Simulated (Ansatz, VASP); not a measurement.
# K in VASP and in Ansatz

Contents of INCAR:

```
ALGO = Normal
EDIFF = 1E-6
ENCUT = 520
GGA = PE
ISIF = 2
ISMEAR = -1
LASPH = T
LCHARG = T
LELF = T
LREAL = F
LVHAR = T
LWAVE = F
NBANDS = 10
NELM = 60
PREC = Accurate
SIGMA = 0.1
```

The input KPOINTS:

```
k-points
0
Gamma
  4 4 4
```

The input POSCAR:

```
K
1.0
   -2.6417142217      2.6417142217      2.6417142217
    2.6417142217     -2.6417142217      2.6417142217
    2.6417142217      2.6417142217     -2.6417142217
K
1
Direct
    0.0000000000      0.0000000000      0.0000000000
```

Input for Ansatz:

```yaml
crystal:
  lattice:
    - [-2.6417142217, 2.6417142217, 2.6417142217]
    - [2.6417142217, -2.6417142217, 2.6417142217]
    - [2.6417142217, 2.6417142217, -2.6417142217]
  atoms:
    - { symbol: K, position: [0.0, 0.0, 0.0] }
hamiltonian:
  xc: pbe
  pseudopotentials:
    kind: paw
    azcp:
      K: "pseudopotentials/K.paw.azcp"
basis:
  ecutwfc: 420
  fft_grid_basis: typed
kpoints:
  mp_grid: { grid: [4, 4, 4], shift: [0, 0, 0] }
magnetization:
  spin_polarized: false
scf:
  occupations: { method: fermi_dirac, width: 0.1 }
  lower_state_search: "off"
output:
  stress: true
```

Alike in both runs: task single point; functional PBE; k mesh 4 × 4 × 4; occupations fermi-dirac, width 0.1 eV; no spin polarisation.

|  | VASP | Ansatz |
| --- | --- | --- |
| version | VASP 6.6.1 | Ansatz 0.2.0 |
| potentials or method | VASP PAW PBE potentials, release 64 (K_sv), cutoff 520 eV | plane waves (420 eV) with PAW, scalar-relativistic |
| valence electrons in the cell | 9 | 9 |

```tsv
	VASP	Ansatz	Ansatz less VASP
pressure (GPa)	0.1	0.1	+0.01
```

The k mesh is coarse, so the values compare programs but aren't converged.
